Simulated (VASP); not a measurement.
Set up this calculation in VASP 6.6.1, as the native input.

| Quantity | Value |
| --- | --- |
| Task | single point |
| Functional | PBEsol |
| Potentials or basis | VASP PAW PBE potentials, release 64 (As_d) |
| Cutoff | 510 eV |
| k mesh | 6 × 6 × 6 |
| Occupations | gaussian, width 0.1 eV |
| Spin | no spin polarisation |
| Dipole correction | no |
| Further INCAR settings | ALGO = Normal; EDIFF = 1e-06; NBANDS = 22 |

The structure of As lies in POSCAR:

```
As
1.0
    1.8797494575      1.0852738553      3.4857700000
   -1.8797494575      1.0852738553      3.4857700000
    0.0000000000     -2.1705477106      3.4857700000
As
2
Direct
    0.2275400000      0.2275400000      0.2275400000
    0.7724600000      0.7724600000      0.7724600000
```

One way to write it, as run:

INCAR

```
  PREC = Accurate
  ENCUT = 510
  EDIFF = 1E-6
  ISMEAR = 0
  SIGMA = 0.1
  LREAL = F
  LASPH = T
  NELM = 120
  ALGO = Normal
  ISIF = 2
  LWAVE = F
  LCHARG = T
  GGA = PS
  LELF = T
  LVHAR = T
  NBANDS = 22
  GGA_COMPAT = F
```

KPOINTS

```
regular mesh
0
Gamma
  6 6 6
```

Potentials or basis: VASP PAW PBE potentials, release 64 (As_d).

Command:

```console
$ cat potpaw_PBE.64/As_d/POTCAR > POTCAR
$ mpirun -np 1 vasp_std > vasp.out
```

Results of the run:

- Pressure: 0.2 GPa
- Largest force: 0.064 eV/Å
- Band gap on the k mesh: zero (bands 15 and 16 overlap by 0.37 eV)

Caveat: the PAW data sets were made with another functional, which shifts forces and pressure a little.

It took 34 s on 1 thread of AMD EPYC 7R43 64-Core Processor (Zen 3), on a shared host, peak memory 0.13 GiB.
